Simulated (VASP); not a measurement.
Here is a VASP 6.6.1 calculation.

The input POSCAR:

```
CoO
1.0
    2.8124637417      0.0000000000      0.0000000000
   -1.4062318708      2.4356650476      0.0000000000
    0.0000000000      0.0000000000      5.0182079781
Co O
2 2
Direct
    0.0000000000      0.0000000000      0.0000000000
    0.0000000000      0.0000000000      0.5000000000
    0.3333333333      0.6666666667      0.2500000000
    0.6666666667      0.3333333333      0.7500000000
```

INCAR.step1

```
SYSTEM = CoO
  PREC = Accurate
  ENCUT = 520
  ISMEAR = 0
  SIGMA = 0.1
  LREAL = .False.
  LASPH = .True.
  NELM = 60
  NBANDS = 23
  GGA = PE
  ALGO = Normal
  EDIFF = 1E-4
  LWAVE = .True.
  LCHARG = .False.
```

INCAR.step2

```
SYSTEM = CoO
  PREC = Accurate
  ENCUT = 520
  EDIFF = 1E-7
  ISMEAR = 0
  SIGMA = 0.1
  LREAL = .False.
  LASPH = .True.
  NELM = 60
  ALGO = Normal
  ISIF = 2
  LWAVE = .False.
  LCHARG = .True.
  METAGGA = R2SCAN
  LMIXTAU = .True.
  LELF = .True.
  LVHAR = .True.
  NBANDS = 23
  ISTART = 1
```

File KPOINTS:

```
regular mesh
0
Gamma
  18 18 8
  0 0 0
```

Potentials or basis: VASP PAW PBE potentials, release 64 (Co, O).

Launch:

```console
$ cat potpaw_PBE.64/Co/POTCAR potpaw_PBE.64/O/POTCAR > POTCAR
$ cp INCAR.step1 INCAR
$ mpirun -np 1 vasp_std > vasp.out
$ cp INCAR.step2 INCAR
$ mpirun -np 1 vasp_std > vasp.out
```

Question: Predict the band gap on the k mesh.

Answer: Zero (bands 15 and 16 overlap by 1.12 eV).

Question: Estimate the pressure.

Answer: -4.8 GPa.

Stress tensor (GPa, compression positive):
```
-4.79  0.00  0.00
 0.00 -4.79  0.00
 0.00  0.00 -4.89
```

Caveat: the cell stands under tension; the PAW data sets were made with another functional, which shifts forces and pressure a little; the run has no spin polarisation, though such a crystal can be magnetic; semilocal functionals often make such compounds metallic where correlation or magnetic order opens a gap, which also shifts bond lengths. Spin polarisation is off, so any magnetic state and its effect on volume and gap are missing.
